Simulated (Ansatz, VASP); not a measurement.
Hf4N: VASP beside Ansatz

```xyz
10
Lattice="3.2165 -5.6344 0.0000 3.2165 5.6344 0.0000 0.0000 0.0000 5.1414" Properties=species:S:1:pos:R:3 pbc="T T T"
Hf    3.2165   -3.7582    3.9094
Hf    3.2165    3.7582    1.2320
Hf    3.2165    1.8762    3.8027
Hf    3.2165   -1.8762    1.3387
Hf    4.8248    0.8623    1.2853
Hf    1.6083    0.8623    1.2853
Hf    4.8248   -0.8623    3.8560
Hf    1.6083   -0.8623    3.8560
N     0.0000    0.0000    0.0000
N     3.2165    0.0000    2.5707
```

Alike in both runs: functional PBE; k mesh 3 × 3 × 3; occupations gaussian, width 0.2 eV; no spin polarisation.

Ansatz relaxed the structure, and its values are those at the end. VASP's run is a single point on that final structure, the one shown.

|  | VASP | Ansatz |
| --- | --- | --- |
| version | VASP 6.6.1 | Ansatz 0.2.0 |
| potentials or method | VASP PAW PBE potentials, release 64 (Hf_pv, N), cutoff 520 eV | scalar-relativistic, plane waves, PAW |
| valence electrons in the cell | 90 | 218 |

|  | VASP | Ansatz | Ansatz less VASP |
| --- | --- | --- | --- |
| gap on the k mesh at the Fermi level (eV) | none | none | - |
| pressure (GPa) | -0.6 | 0.2 | +0.82 |
| rms of the force components (eV/Å) | 0.038 | 0.014 | -0.0234 |

A gap of «none» marks a metal or a gap that the smearing closes. VASP's potentials hold 90 valence electrons a cell and Ansatz's 218, so a difference there can come from the potentials and not from the codes.

The k mesh is coarse, so the values compare programs but aren't converged. Neither program's run includes spin-orbit coupling.
